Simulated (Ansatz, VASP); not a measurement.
# Two plane-wave programs on Cu

```
Cu
1.0
    -1.47886    1.47886    1.41048
     1.47886   -1.47886    1.41048
     1.47886    1.47886   -1.41048
Cu
1
Cartesian
  0.0000 0.0000 0.0000
```

Change from the starting cell: strain +0.025 along x and y, +0.025 along z, atoms carried along.

Alike in both runs: task single point; functional r2SCAN; k mesh 24 × 24 × 24; occupations gaussian, width 0.15 eV; no spin polarisation.

|  | VASP | Ansatz |
| --- | --- | --- |
| version | VASP 6.6.1 | Ansatz 0.2.0 |
| potentials or method | VASP PAW PBE potentials, release 64 (Cu), cutoff 520 eV | scalar-relativistic, plane waves, PAW |
| valence electrons in the cell | 11 | 19 |

```tsv
	VASP	Ansatz	Ansatz less VASP
gap on the k mesh at the Fermi level (eV)	none	none	-
pressure (GPa)	-9.1	-9.7	-0.59
traceless stress, the component that is largest in VASP (GPa)	-0.20	-0.16	+0.035
```

VASP's potentials were made for PBE, not for r2SCAN. A gap of «none» marks a metal or a gap that the smearing closes. VASP's potentials hold 11 valence electrons a cell and Ansatz's 19, so a difference there can come from the potentials and not from the codes.
